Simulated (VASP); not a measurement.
The system is TmHOs.

```
CELL_PARAMETERS angstrom
3.94543 0.00000 0.00000
-1.97272 3.41684 0.00000
0.00000 0.00000 8.22693
ATOMIC_POSITIONS crystal
Tm 0.00000 0.00000 0.00000
Tm 0.00000 0.00000 0.50000
H 0.33333 0.66667 0.00000
H 0.66667 0.33333 0.00000
Os 0.00000 0.00000 0.72601
Os 0.00000 0.00000 0.27399
```

The cell was generated, and may not be a known phase.

* Program: VASP 6.6.1
* Task: relaxation of cell and atoms
* Functional: PBE
* Potentials or basis: VASP PAW PBE potentials, release 64 (Tm_3, H, Os), 4f in core
* Cutoff: 600 eV
* k mesh: 5 × 5 × 2
* Occupations: gaussian, width 0.2 eV
* Spin: no spin polarisation

At the start: pressure 42.7 GPa; volume 18.48 Å³/atom.

Problem. How do energy, volume and symmetry change on relaxing?

Solution. Over 18 steps the energy falls by 2375.1 meV/atom and the volume is 16.36 Å³/atom (-11.5 %); space group P6/mmm (No. 191, to 0.1 Å) before and after.

Step by step:
```tsv
step	energy change (eV)	largest force (eV/Å)	pressure (GPa)	volume (Å³)
1	0.0000	14.9700	42.72	110.91
2	-7.8081	0.2583	-10.61	176.21
3	-7.8823	0.3838	-10.57	173.98
4	-7.9485	0.5043	-10.55	171.95
5	-9.1529	3.1364	-10.09	144.30
6	-9.2022	5.8865	-3.03	128.34
7	-9.2536	4.1115	-8.66	139.01
8	-9.3339	4.7922	-7.27	135.27
9	-12.4936	2.1482	-10.95	120.53
10	-13.4874	0.9717	-6.21	107.33
11	-13.4838	1.1066	-7.42	109.11
12	-14.1271	0.7302	2.52	94.94
13	-14.1279	0.6976	2.92	94.55
14	-14.2304	0.1624	1.51	96.32
15	-14.2313	0.2067	1.60	96.17
16	-14.2480	0.1560	-0.42	98.48
17	-14.2480	0.1564	-0.40	98.45
18	-14.2508	0.0623	-0.08	98.19
```

Final structure:
```
Tm H Os
1.0
     3.21930    0.00000    0.00000
    -1.60965    2.78800    0.00000
     0.00000    0.00000   10.93936
Tm H Os
2 2 2
Direct
  0.00000 0.00000 0.00000
  0.00000 0.00000 0.50000
  0.33333 0.66667 0.00000
  0.66667 0.33333 0.00000
  0.00000 0.00000 0.74001
  0.00000 0.00000 0.25999
```

Caveat: the k points lie up to 0.45 Å⁻¹ apart in the final cell; a cell axis changed by over 15 % at a fixed basis, so the end point is rough; the relaxation stopped at a loose force limit of 0.08 eV/Å, so its end isn't a converged minimum.
